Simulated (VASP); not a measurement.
A run of VASP 6.6.1:

Contents of INCAR:

```
PREC     = Accurate       # precision mode
ENCUT    = 520            # plane-wave cutoff, eV
EDIFF    = 1E-6           # SCF threshold, eV
ISMEAR   = -1             # smearing method
SIGMA    = 0.05           # smearing width, eV
LREAL    = F              # projectors in reciprocal space
LASPH    = T              # aspherical terms in the spheres
NELM     = 60             # most SCF steps
ALGO     = Normal         # electronic algorithm
ISIF     = 2              # what is computed and relaxed
LWAVE    = F              # write WAVECAR
LCHARG   = F              # write CHGCAR
NBANDS   = 20             # bands
```

KPOINTS

```
Automatic mesh
0
Gamma
  9 9 9
```

The input POSCAR:

```
CdF2
1.0
    0.0000000000      2.7468369436      2.7468369436
    2.7468369436      0.0000000000      2.7468369436
    2.7468369436      2.7468369436      0.0000000000
Cd F
1 2
Direct
    0.0000000000      0.0000000000      0.0000000000
    0.7500000000      0.7500000000      0.7500000000
    0.2500000000      0.2500000000      0.2500000000
```

Potentials or basis: VASP PAW LDA potentials, release 64 (Cd, F).

Command:

```console
$ cat potpaw_LDA.64/Cd/POTCAR potpaw_LDA.64/F/POTCAR > POTCAR
$ mpirun -np 1 vasp_std > vasp.out
```

Hardware: 1 thread of Intel Xeon 8259CL, on a shared host.

**Question.** How long does it take, and how much memory?

**Answer.** It took 54 s on 1 thread of Intel Xeon 8259CL, on a shared host, peak memory 0.16 GiB. Counts: scf iterations 13, k points 35.
